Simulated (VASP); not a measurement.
Runs of VASP 6.6.1 on ScAl3. The structure is that of space group Pm-3m (No. 221), or close to it. The cells are those of the table. 

| cell | k mesh | smearing | gap on the mesh (eV) | pressure (GPa) |
| --- | --- | --- | --- | --- |
| a = 4.030 Å, 4 atoms | 10 × 10 × 10 | gaussian 0.1 eV | none | 3.1 |
| a = 4.071 Å, 4 atoms | 12 × 12 × 12 | gaussian 0.15 eV | none | (a) |
| a = 3.908, b = 4.107, c = 4.107 Å, 4 atoms | 14 × 14 × 14 | gaussian 0.1 eV | none | 2.6 |
| a = 3.988 Å, 4 atoms | 10 × 10 × 10 | gaussian 0.1 eV | none | 6.6 |

Alike in all rows: task single point; level PBEsol; potentials or basis VASP PAW PBE potentials, release 64 (Sc_sv, Al); no spin polarisation; cutoff (eV) 520.

Task: Estimate the missing entries.

Result: (a) 0.2.

Caveats: the PAW data sets were made with another functional, which shifts forces and pressure a little.

A gap of «none» marks levels without a gap at the run's occupations.
